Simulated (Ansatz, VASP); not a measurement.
# NbH2: VASP beside Ansatz

INCAR

```
SYSTEM = NbH2
ALGO = Normal ; EDIFF = 1E-8
ENCUT = 520 ; GGA = CA
ISIF = 2 ; ISMEAR = -1
LASPH = .TRUE. ; LCHARG = .FALSE.
LEFG = .TRUE. ; LREAL = .FALSE.
LWAVE = .FALSE. ; NBANDS = 14
NELM = 80 ; PREC = Accurate
SIGMA = 0.03
```

File KPOINTS:

```
k-points
0
G
  15 15 15
  0 0 0
```

Contents of POSCAR:

```
NbH2
1.0
    0.0000000000      2.2890797899      2.2890797899
    2.2890797899      0.0000000000      2.2890797899
    2.2890797899      2.2890797899      0.0000000000
Nb H
1 2
Direct
    0.0000000000      0.0000000000      0.0000000000
    0.2500000000      0.2500000000      0.2500000000
    0.7500000000      0.7500000000      0.7500000000
```

Input for Ansatz:

```yaml
crystal:
  lattice:
    - [0.0, 2.2890797899, 2.2890797899]
    - [2.2890797899, 0.0, 2.2890797899]
    - [2.2890797899, 2.2890797899, 0.0]
  atoms:
    - { symbol: Nb, position: [0.0, 0.0, 0.0] }
    - { symbol: H, position: [0.25, 0.25, 0.25] }
    - { symbol: H, position: [0.75, 0.75, 0.75] }
kpoints:
  mp_grid: { grid: [15, 15, 15] }
scf:
  occupations: { method: fermi_dirac, width: 0.03 }
hamiltonian:
  xc: lda
  pseudopotentials: { kind: all_electron, datasets: crystal }
output:
  forces: true
  stress: true
  eigenvalues: true
  efg: { contact_densities: true }
```

Change from the starting cell: volume scaled by 1.01, crystal datasets.

Alike in both runs: task electric field gradients; functional LDA; k mesh 15 × 15 × 15; occupations fermi-dirac, width 0.03 eV; no spin polarisation.

|  | VASP | Ansatz |
| --- | --- | --- |
| version | VASP 6.6.1 | Ansatz 0.2.0 |
| potentials or method | VASP PAW LDA potentials, release 64 (Nb_sv, H), cutoff 520 eV | all-electron PAW with datasets made for the crystal, scalar-relativistic |

Ansatz gave:

| Property | Result |
| --- | --- |
| pressure (GPa) | -9.8 |

Q: Estimate VASP's values.

A: Pressure (GPa): -9.9.

LDA's correlation is that of Perdew and Zunger in VASP and of Perdew and Wang (1992) in Ansatz. Ansatz ran all-electron here, and VASP with PAW potentials.
